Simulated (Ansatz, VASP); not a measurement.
CdS in VASP and in Ansatz

```xyz
2
Lattice="0.0000 2.7269 2.7269 2.7269 0.0000 2.7269 2.7269 2.7269 0.0000" Properties=species:S:1:pos:R:3 pbc="T T T"
Cd    0.0463    0.0116    0.0000
S     2.5645    2.6863    2.7269
```

Change from the starting cell: mode 4 frozen in at -0.162 Å and mode 5 at -0.041 Å (largest displacements).

Alike in both runs: task single point; functional r2SCAN; k mesh 8 × 8 × 8; occupations gaussian, width 0.05 eV; no spin polarisation.

|  | VASP | Ansatz |
| --- | --- | --- |
| version | VASP 6.6.1 | Ansatz 0.2.0 |
| potentials or method | VASP PAW PBE potentials, release 64 (Cd, S), cutoff 520 eV | scalar-relativistic, plane waves, PAW |
| valence electrons in the cell | 18 | 26 |

|  | VASP | Ansatz | Ansatz less VASP |
| --- | --- | --- | --- |
| gap on the k mesh at the Fermi level (eV) | 0.82 | 0.84 | +0.021 |
| least direct gap on the mesh (eV) | 2.29 | 2.32 | +0.033 |
| pressure (GPa) | 1.9 | 1.4 | -0.50 |
| traceless stress, the component that is largest in VASP (GPa) | 3.10 | 3.02 | -0.074 |
| rms of the force components (eV/Å) | 0.315 | 0.302 | -0.0120 |

VASP's potentials were made for PBE, not for r2SCAN. Atom by atom the forces differ by 0.012 eV/Å (rms over components). VASP's potentials hold 18 valence electrons a cell and Ansatz's 26, so a difference there can come from the potentials and not from the codes.
